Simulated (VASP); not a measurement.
Input of a VASP 6.6.1 run:

INCAR

```
SYSTEM = SnSe
  ALGO = Normal
  EDIFF = 1E-7
  EDIFFG = -0.005
  ENCUT = 600
  GGA = PE
  IBRION = 2
  ISIF = 3
  ISMEAR = -1
  LASPH = .True.
  LCHARG = .False.
  LREAL = .False.
  LWAVE = .False.
  NELM = 80
  NSW = 60
  PREC = Accurate
  PSTRESS = 640.0
  SIGMA = 0.05
```

File KPOINTS:

```
k-points
0
Gamma
  13 13 13
  0 0 0
```

Contents of POSCAR:

```
SnSe
1.0
    0.0000000000      2.6458346117      2.6458346117
    2.6458346117      0.0000000000      2.6458346117
    2.6458346117      2.6458346117      0.0000000000
Sn Se
1 1
Direct
    0.0000000000      0.0000000000      0.0000000000
    0.2500000000      0.2500000000      0.2500000000
```

Potentials or basis: VASP PAW PBE potentials, release 64 (Sn_d, Se).

Launch:

```console
$ cat potpaw_PBE.64/Sn_d/POTCAR potpaw_PBE.64/Se/POTCAR > POTCAR
$ mpirun -np 1 vasp_std > vasp.out
```

(1) What does it give for the relaxed cell?

(2) Estimate the relaxed volume.

(3) Estimate the band gap on the k mesh.

(4) What does it give for the space group after relaxing (to 0.05 Å)?

Results:

(1) a = 3.867 Å, b = 3.867 Å, c = 3.867 Å, α = 60.00°, β = 60.00°, γ = 60.00°.

(2) 20.44 Å³/atom.

(3) zero (band 10 reaches 11.11 eV, above the bottom of band 11 at 8.93 eV).

(4) F-43m (No. 216).

Caveat: the cell is relaxed towards a set pressure, so the enthalpy falls and the energy may rise; spin-orbit coupling is left out, which moves the levels of the heavy elements.
